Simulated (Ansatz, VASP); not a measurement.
**BN in VASP and in Ansatz**

```xyz
2
Lattice="0.0080 1.8048 1.8048 1.8048 0.0080 1.8048 1.8129 1.8129 0.0000" Properties=species:S:1:pos:R:3 pbc="T T T"
B     0.0000    0.0000    0.0001
N     0.9064    0.9064    0.9024
```

Change from the starting cell: shear_xy strain +0.9%.

Alike in both runs: task single point; functional PBE; k mesh 12 × 12 × 12; occupations fermi-dirac, width 0.02 eV; no spin polarisation.

|  | VASP | Ansatz |
| --- | --- | --- |
| version | VASP 6.6.1 | Ansatz 0.2.0 |
| potentials or method | VASP PAW PBE potentials, release 64 (B, N) | plane waves, PAW |
| plane-wave cutoff (eV) | 520 | 420 |
| valence electrons in the cell | 8 | 8 |

Ansatz gave:

* gap on the k mesh at the Fermi level (eV): 4.45
* pressure (GPa): 4.8
* traceless stress, the component that is largest in VASP (GPa): -4.07
* rms of the force components (eV/Å): 0.008

Task: Estimate VASP's values.

Result: gap on the k mesh at the Fermi level (eV): 4.44; pressure (GPa): 5.1; traceless stress, the component that is largest in VASP (GPa): -4.10; rms of the force components (eV/Å): 0.009.

Atom by atom the forces differ by 0.001 eV/Å (rms over components). The functional is the same, so the differences come from potentials, cutoffs and numerics.
